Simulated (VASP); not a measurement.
# Cd (P6_3/mmc) in VASP: single point with PBEsol

Aim: the single point of Cd with PBEsol.

Everything below comes from runs of VASP 6.6.1. Logs are shortened: lines on timing, memory, paths and dates and some standing lists are left out, and cuts for length are marked.

## Step 1: The cell of the first run

Symmetry: P6_3/mmc, No. 194, hexagonal system. Conventional cell: a = 2.723 Å, b = 2.723 Å, c = 4.529 Å, α = 90.00°, β = 90.00°, γ = 120.00°. Within 3.6 Å of Cd (site symmetry -6m2) lie 12 Cd at 2.72 to 2.76 Å.

## Step 2: Single point, PBEsol

Input file INCAR:

```
SYSTEM = Cd
PREC = Accurate ; ENCUT = 520
EDIFF = 1E-7 ; ISMEAR = 0
SIGMA = 0.05 ; LREAL = .False.
LASPH = .True. ; NELM = 80
ALGO = Normal ; ISIF = 2
LWAVE = .False. ; LCHARG = .False.
GGA = PS ; NBANDS = 19
```

Input file KPOINTS:

```
Automatic mesh
0
Gamma
  14 14 8
  0 0 0
```

Input file POSCAR:

```
Cd
1.0
    2.7226046761      0.0000000000      0.0000000000
   -1.3613023380      2.3578448139      0.0000000000
    0.0000000000      0.0000000000      4.5292610006
Cd
2
Direct
    0.3333333333      0.6666666667      0.2500000000
    0.6666666667      0.3333333333      0.7500000000
```

Potentials or basis: VASP PAW PBE potentials, release 64 (Cd).

Started as:

```
$ cat potpaw_PBE.64/Cd/POTCAR > POTCAR
$ mpirun -np 1 vasp_std > vasp.out
```

OUTCAR:

```text
SYSTEM = Cd
   PREC = Accurate
   ENCUT = 520
   EDIFF = 1E-7
   ISMEAR = 0
   LREAL = .False.
   LASPH = .True.
   NELM = 80
   ISIF = 2
   GGA = PS

 ion  position               nearest neighbor table
   1  0.333  0.667  0.250-   2 2.76   2 2.76   2 2.76   2 2.76   2 2.76   2 2.76
   2  0.667  0.333  0.750-   1 2.76   1 2.76   1 2.76   1 2.76   1 2.76   1 2.76

  LATTYP: Found a hexagonal cell.
 ALAT       =     2.7226046761
 C/A-ratio  =     1.6635764422

  Lattice vectors:

 A1 = (   2.7226046761,   0.0000000000,   0.0000000000)
 A2 = (  -1.3613023380,   2.3578448139,   0.0000000000)
 A3 = (   0.0000000000,   0.0000000000,   4.5292610006)

Analysis of symmetry for initial positions (statically):
=====================================================================
 Subroutine PRICEL returns:
 Original cell was already a primitive cell.

 Routine SETGRP: Setting up the symmetry group for a
 hexagonal supercell.

 Subroutine GETGRP returns: Found 24 space group operations
 (whereof 12 operations were pure point group operations)
 out of a pool of 24 trial point group operations.

The static configuration has the point symmetry D_3d.
 The point group associated with its full space group is D_6h.

Analysis of symmetry for dynamics (positions and initial velocities):
=====================================================================
 Subroutine PRICEL returns:
 Original cell was already a primitive cell.

 Routine SETGRP: Setting up the symmetry group for a
 hexagonal supercell.

 Subroutine GETGRP returns: Found 24 space group operations
 (whereof 12 operations were pure point group operations)
 out of a pool of 24 trial point group operations.

The dynamic configuration has the point symmetry D_3d.
 The point group associated with its full space group is D_6h.

 Subroutine INISYM returns: Found 24 space group operations
 (whereof 12 operations are pure point group operations),
 and found     1 'primitive' translations

----------------------------------------------------------------------------------------

                                     Primitive cell

  volume of cell :      29.0755

  direct lattice vectors                    reciprocal lattice vectors
     2.722604676  0.000000000  0.000000000     0.367295336  0.212058061  0.000000000
    -1.361302338  2.357844814  0.000000000     0.000000000  0.424116123  0.000000000
     0.000000000  0.000000000  4.529261001     0.000000000  0.000000000  0.220786570
[... 76 lines left out ...]
   ISTART =      0    job   : 0-new  1-cont  2-samecut
   ICHARG =      2    charge: 1-file 2-atom 10-const
   ISPIN  =      1    spin polarized calculation?
   LNONCOLLINEAR =      F non collinear calculations
   LSORBIT =      F    spin-orbit coupling
   LASPH  =      T    aspherical Exc in radial PAW
   ENCUT  =  520.0 eV  38.22 Ry    6.18 a.u.   5.06  5.06  8.42*2*pi/ulx,y,z
   NELM   =     80;   NELMIN=  2; NELMDL= -5     # of ELM steps
   EDIFF  = 0.1E-06   stopping-criterion for ELM
   LREAL  =      F    real-space projection
   EDIFFG = 0.1E-05   stopping-criterion for IOM
   NSW    =      0    number of steps for IOM
   IBRION =     -1    ionic relax: 0-MD 1-quasi-New 2-CG
   NFREE  =      0    steps in history (QN), initial steepest desc. (CG)
   ISIF   =      2    stress and relaxation
   ISYM   =      2    0-nonsym 1-usesym 2-fastsym
   POTIM  = 0.5000    time-step for ionic-motion
   TEBEG  =    0.0;   TEEND  =   0.0 temperature during run
   PSTRESS=    0.0 pullay stress
   NELECT =      24.0000    total number of electrons
   NUPDOWN=      -1.0000    fix difference up-down
   EMIN   =  10.00;   EMAX   =-10.00  energy-range for DOS
   EFERMI =   0.00;   METHOD = LEGACY
   ISMEAR =     0;   SIGMA  =   0.05  broadening in eV -4-tet -1-fermi 0-gaus
   EFERMI_NEDOS =   21; number of points for ismear=-14 and -15
   IALGO  =     38    algorithm
   IMIX   =      4    mixing-type and parameters
     AMIX     =   0.40;   BMIX     =  1.00
     AMIX_MAG =   1.60;   BMIX_MAG =  1.00
  volume/ion in A,a.u.               =      14.54        98.11
  Fermi-wavevector in a.u.,A,eV,Ry     =   1.535688  2.902029 32.087112  2.358336
  Thomas-Fermi vector in A             =   2.642441
   LORBIT       =      0    0 simple, 1 ext, 2 COOP (PROOUT), +10 PAW based schemes
   GGA     = PS    functional components
   LHFCALC =     F    Hartree Fock is set to
   AEXX    =    0.0000 exact exchange contribution
   IVDW    =     0    specifies the selected vdW correction
   LEPSILON=     F    determine dielectric tensor
   LRPA    =     F    only Hartree local field effects (RPA)
 non-spin polarized calculation
 Gauss-broadening in eV      SIGMA  =   0.05
  energy-cutoff  :      520.00
  volume of cell :       29.08
 maximum number of plane-waves:       795
   NGX = 11   NGY = 11   NGZ = 17

 number of electron      23.9999997 magnetization

 Free energy of the ion-electron system (eV)
  ---------------------------------------------------
  ext. energy  EPLUGINS =         0.00000000
  ---------------------------------------------------
  free energy    TOTEN  =        -0.77756194 eV

  energy without entropy =       -0.77732270  energy(sigma->0) =       -0.77744232

 E-fermi :   7.1441     XC(G=0): -13.4994

 val. band max:        7.0703519350   @ k =   0.2857   0.0714   0.0000
 cond. band min:       7.1707295152   @ k =   0.2143   0.1429   0.0000
 fundamental gap:      0.1003775802
 Fermi energy:         7.1441312394

 k-point     1 :       0.0000    0.0000    0.0000
  band No.  band energies     occupation
      1      -6.1105      2.00000
      2      -5.7632      2.00000
      3      -4.4342      2.00000
      4      -4.2554      2.00000
      5      -4.2554      2.00000
      6      -4.0353      2.00000
[... 505 lines left out ...]
      6      -4.1839      2.00000
[... 11 lines left out ...]
     18      15.4879      0.00000
     19      16.0939      0.00000

 [... further k-points ...]
[... 5 lines left out ...]
  --------------------------------------------------------------------------------------
  -------------------------------------------------------------------------------------
  Total       11.0427647     11.0427647     11.0214206      0.0000000      0.0000000      0.0000000
  in kB      608.5009336    608.5009336    607.3247879      0.0000000      0.0000000      0.0000000
  external PRESSURE =     608.1088850 kB  Pullay stress =       0.0000000 kB

 VOLUME and BASIS-vectors are now :
 -----------------------------------------------------------------------------
  energy-cutoff  :      520.00
  volume of cell :       29.08
      direct lattice vectors                 reciprocal lattice vectors
     2.722604676  0.000000000  0.000000000     0.367295336  0.212058061  0.000000000
    -1.361302338  2.357844814  0.000000000     0.000000000  0.424116123  0.000000000
     0.000000000  0.000000000  4.529261001     0.000000000  0.000000000  0.220786570

 POSITION                                       TOTAL-FORCE (eV/Angst)
 -----------------------------------------------------------------------------------
     -0.00000      1.57190      1.13232         0.000000     -0.000000      0.000000
      1.36130      0.78595      3.39695        -0.000000      0.000000      0.000000
 -----------------------------------------------------------------------------------
    total drift:                               -0.000000      0.000000      0.000000

  FREE ENERGIE OF THE ION-ELECTRON SYSTEM (eV)
  ---------------------------------------------------
  free  energy   TOTEN  =        -0.7775619414 eV

  energy  without entropy=       -0.7773226986  energy(sigma->0) =       -0.77744232
```

OSZICAR:

```text
N       E                     dE             d eps       ncg     rms          rms(c)
DAV:   1     0.190880121945E+03    0.19088E+03   -0.13810E+04  4560   0.138E+03
DAV:   2     0.274309855320E+01   -0.18814E+03   -0.18194E+03  4713   0.361E+02
DAV:   3    -0.110269474182E+01   -0.38458E+01   -0.38376E+01  5206   0.594E+01
DAV:   4    -0.111000067329E+01   -0.73059E-02   -0.73055E-02  4997   0.245E+00
DAV:   5    -0.111001901586E+01   -0.18343E-04   -0.18343E-04  5003   0.121E-01    0.140E+01
DAV:   6    -0.822999256643E+00    0.28702E+00   -0.47082E-01  4980   0.998E+00    0.900E+00
DAV:   7    -0.782022664065E+00    0.40977E-01   -0.88070E-02  5184   0.383E+00    0.200E+00
DAV:   8    -0.777532455914E+00    0.44902E-02   -0.17727E-02  4771   0.187E+00    0.173E-01
DAV:   9    -0.777546722118E+00   -0.14266E-04   -0.65243E-05  5154   0.701E-02    0.714E-02
DAV:  10    -0.777562494324E+00   -0.15772E-04   -0.46300E-06  4850   0.233E-02    0.969E-03
DAV:  11    -0.777562051852E+00    0.44247E-06   -0.10300E-06  5023   0.141E-02    0.157E-03
DAV:  12    -0.777561946858E+00    0.10499E-06   -0.83121E-09  2526   0.816E-04    0.631E-04
DAV:  13    -0.777561941403E+00    0.54556E-08   -0.14317E-09  2406   0.539E-04
   1 F= -.77756194E+00 E0= -.77744232E+00  d E =-.239243E-03
```

It took 19 s on 1 thread of Intel Xeon 6975P-C (Granite Rapids), shared host; peak memory 0.17 GiB.

What came out:

- Free energy: -0.7776 eV
- Pressure: 60.8 GPa
- Band gap on the k mesh: zero (band 12 reaches 8.02 eV, above the bottom of band 13 at 5.79 eV)

Caveat: the PAW data sets were made with another functional, which shifts forces and pressure a little.
